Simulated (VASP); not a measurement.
Here is a VASP 6.6.1 calculation.

The input INCAR:

```
SYSTEM = Zn
  PREC = Accurate
  ENCUT = 520
  EDIFF = 1E-6
  ISMEAR = -1
  SIGMA = 0.03
  LREAL = .False.
  LASPH = .True.
  NELM = 60
  ALGO = Normal
  ISIF = 2
  LWAVE = .False.
  LCHARG = .True.
  GGA = PS
  LELF = .True.
  LVHAR = .True.
  NBANDS = 19
```

Contents of KPOINTS:

```
Automatic mesh
0
Gamma
  16 16 8
  0 0 0
```

POSCAR

```
Zn
1.0
    2.6647980532      0.0000000000      0.0000000000
   -1.3323990266      2.3077828100      0.0000000000
    0.0000000000      0.0000000000      5.0456340000
Zn
2
Direct
    0.3333333333      0.6666666667      0.2500000000
    0.6666666667      0.3333333333      0.7500000000
```

Potentials or basis: VASP PAW PBE potentials, release 64 (Zn).

The run is started by

```console
$ cat potpaw_PBE.64/Zn/POTCAR > POTCAR
$ mpirun -np 1 vasp_std > vasp.out
```

(1) Predict the band gap on the k mesh.

(2) What does it give for the pressure?

## Answers

(1) zero (band 12 reaches 3.88 eV, above the bottom of band 13 at -0.47 eV).

(2) -5.9 GPa.

Caveat: the cell differs from its parent crystal (zz strain of +2 %); the PAW data sets were made with another functional, which shifts forces and pressure a little.
